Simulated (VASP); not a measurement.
A run of VASP 6.6.1 is set up as follows.

Contents of INCAR:

```
PREC = Accurate
ENCUT = 600
EDIFF = 1E-6
ISMEAR = 0
SIGMA = 0.1
LREAL = False
LASPH = True
NELM = 100
ALGO = Normal
ISIF = 3
LWAVE = False
LCHARG = False
GGA = PE
IBRION = 2
NSW = 100
EDIFFG = -0.01
```

KPOINTS

```
regular mesh
0
Gamma
  8 8 12
```

Contents of POSCAR:

```
YMgI2
1.0
    5.9025552962      0.0000000000      0.0000000000
    0.0000000000      5.9025552962      0.0000000000
    0.0000000000      0.0000000000      3.6349675662
Y Mg I
1 1 2
Direct
    0.5000000000      0.5000000000      0.5000000000
    0.0000000000      0.0000000000      0.0000000000
    0.5000000000      0.0000000000      0.0000000000
    0.0000000000      0.5000000000      0.0000000000
```

Potentials or basis: VASP PAW PBE potentials, release 64 (Y_sv, Mg, I).

Command:

```bash
$ cat potpaw_PBE.64/Y_sv/POTCAR potpaw_PBE.64/Mg/POTCAR potpaw_PBE.64/I/POTCAR > POTCAR
$ mpirun -np 1 vasp_std > vasp.out
```

Problem. What does it give for the relaxed cell?

Solution. a = 5.907 Å, b = 5.907 Å, c = 3.641 Å, α = 90.00°, β = 90.00°, γ = 90.00°.

Problem. What does it give for the space group after relaxing (to 0.05 Å)?

Solution. P4/mmm (No. 123).

Final structure:
```xyz
4
Lattice="5.9071 0.0000 0.0000 0.0000 5.9071 0.0000 0.0000 0.0000 3.6412" Properties=species:S:1:pos:R:3 pbc="T T T"
Y     2.9535    2.9535    1.8206
Mg    0.0000    0.0000    0.0000
I     2.9535    0.0000    0.0000
I     0.0000    2.9535    0.0000
```

Caveat: an odd number of electrons without spin polarisation forces a metal; a magnetic or distorted state may lie lower.
